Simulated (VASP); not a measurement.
Wanted: the native input for a VASP 6.6.1 run.

* Task: single point
* Functional: PBE-based screened hybrid with 100 % exact exchange
* Potentials or basis: VASP PAW PBE potentials, release 64 (K_sv, Br)
* Cutoff: 520 eV
* k mesh: 4 × 4 × 4
* Occupations: gaussian, width 0.01 eV
* Spin: no spin polarisation
* Dipole correction: no
* Grid for exact exchange (PRECFOCK): Normal
* Share of exact exchange: 1
* Further INCAR settings: ALGO = Normal; EDIFF = 1e-06; NBANDS = 15
* Screening parameter: 0.2078 1/Å

The system is KBr.

```
K Br
1.0
     0.00000    3.30244    3.30244
     3.30244    0.00000    3.30244
     3.30244    3.30244    0.00000
K Br
1 1
Direct
  0.00000 0.00000 0.00000
  0.50000 0.50000 0.50000
```

These files were run (other wordings do the same):

POSCAR

```
KBr
1.0
    0.0000000000      3.3024386828      3.3024386828
    3.3024386828      0.0000000000      3.3024386828
    3.3024386828      3.3024386828      0.0000000000
K Br
1 1
Direct
    0.0000000000      0.0000000000      0.0000000000
    0.5000000000      0.5000000000      0.5000000000
```

INCAR.step1

```
SYSTEM = KBr
ALGO = Normal ; EDIFF = 1E-5
ENCUT = 520 ; GGA = PE
ISIF = 2 ; ISMEAR = 0
LASPH = .TRUE. ; LCHARG = .FALSE.
LREAL = .FALSE. ; LWAVE = .TRUE.
NBANDS = 15 ; NELM = 60
PREC = Accurate ; SIGMA = 0.01
```

INCAR.step2

```
SYSTEM = KBr
AEXX = 1.0 ; AGGAC = 1.0
ALDAC = 1.0 ; ALGO = Normal
EDIFF = 1E-6 ; ENCUT = 520
GGA = PE ; HFSCREEN = 0.2078
ISIF = 2 ; ISMEAR = 0
ISTART = 1 ; LASPH = .TRUE.
LCHARG = .FALSE. ; LHFCALC = .TRUE.
LREAL = .FALSE. ; LWAVE = .FALSE.
NBANDS = 15 ; NELM = 60
PREC = Accurate ; PRECFOCK = Normal
SIGMA = 0.01
```

KPOINTS

```
k-points
0
G
  4 4 4
  0 0 0
```

Potentials or basis: VASP PAW PBE potentials, release 64 (K_sv, Br).

Run with:

```bash
$ cat potpaw_PBE.64/K_sv/POTCAR potpaw_PBE.64/Br/POTCAR > POTCAR
$ cp INCAR.step1 INCAR
$ mpirun -np 1 vasp_std > vasp.out
$ cp INCAR.step2 INCAR
$ mpirun -np 1 vasp_std > vasp.out
```

It gave:

The pressure is -0.5 GPa and the band gap on the k mesh is 9.29 eV.

Caveat: the PAW data sets were made with another functional, which shifts forces and pressure a little.

It took 11 min on 1 thread of Intel(R) Xeon(R) Platinum 8259CL CPU @ 2.50GHz (Skylake/Cascade Lake), on a shared host, peak memory 0.31 GiB.
